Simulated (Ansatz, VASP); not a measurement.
# CuH8: VASP beside Ansatz

```
Cu H
1.0
     4.17847    0.00000    0.00000
     0.00000    4.17847    0.00000
     0.00000    0.00000    4.42197
Cu H
1 8
Direct
  0.00000 0.00000 0.00000
  0.32945 0.00000 0.00000
  0.67055 0.00000 0.00000
  0.00000 0.32945 0.00000
  0.00000 0.67055 0.00000
  0.27769 0.50000 0.50000
  0.72231 0.50000 0.50000
  0.50000 0.27769 0.50000
  0.50000 0.72231 0.50000
```

Alike in both runs: task relaxation of cell and atoms; functional PBE; k mesh 4 × 4 × 4; occupations gaussian, width 0.1 eV; no spin polarisation.

```csv
,VASP,Ansatz
version,VASP 6.6.1,Ansatz 0.2.0
potentials or method,"VASP PAW PBE potentials, release 64 (Cu_sv_GW, H), cutoff 700 eV","scalar-relativistic, plane waves, PAW"
valence electrons in the cell,27,27
```

|  | VASP | Ansatz | Ansatz less VASP |
| --- | --- | --- | --- |
| gap on the k mesh at the Fermi level, each at its own relaxed structure (eV) | none | none | - |
| relaxed volume (Å³/atom) | 7.99 | 8.45 | +0.468 |
| relaxed cell length with the largest relative difference (Å) | 4.359 | 4.568 | +0.2083 |

A gap of «none» marks a metal or a gap that the smearing closes. One of these differences is far larger than is usual between the two programs; its cause wasn't traced.

The k mesh is coarse, so the values compare programs but aren't converged.
